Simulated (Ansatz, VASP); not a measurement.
# Two plane-wave programs on MgS

```xyz
2
Lattice="0.0000 2.6016 2.6016 2.6016 0.0000 2.6016 2.6016 2.6016 0.0000" Properties=species:S:1:pos:R:3 pbc="T T T"
Mg    0.0000   -0.0884   -0.0884
S     2.6016    2.6016    2.6016
```

Change from the starting cell: all Mg atoms moved +0.125 Å, as atom 1 towards its neighbour atom 1 (Mg) at 3.679 Å.

Alike in both runs: task single point; functional PBE; k mesh 8 × 8 × 8; occupations gaussian, width 0.05 eV; no spin polarisation.

|  | VASP | Ansatz |
| --- | --- | --- |
| version | VASP 6.6.1 | Ansatz 0.2.0 |
| potentials or method | VASP PAW PBE potentials, release 64 (Mg, S), cutoff 520 eV | scalar-relativistic, plane waves, PAW |
| valence electrons in the cell | 8 | 16 |

VASP gave:

| Item | Value |
| --- | --- |
| gap on the k mesh at the Fermi level (eV) | 2.78 |
| least direct gap on the mesh (eV) | 3.71 |
| pressure (GPa) | 1.4 |
| traceless stress, the component that is largest in VASP (GPa) | -0.65 |
| rms of the force components (eV/Å) | 0.207 |

Problem. Which values does Ansatz return?

Solution. gap on the k mesh at the Fermi level (eV): 2.79; least direct gap on the mesh (eV): 3.72; pressure (GPa): 1.7; traceless stress, the component that is largest in VASP (GPa): -0.65; rms of the force components (eV/Å): 0.206.

Atom by atom the forces differ by 0.000 eV/Å (rms over components). The functional is the same, so the differences come from potentials, cutoffs and numerics. VASP's potentials hold 8 valence electrons a cell and Ansatz's 16, so a difference there can come from the potentials and not from the codes.
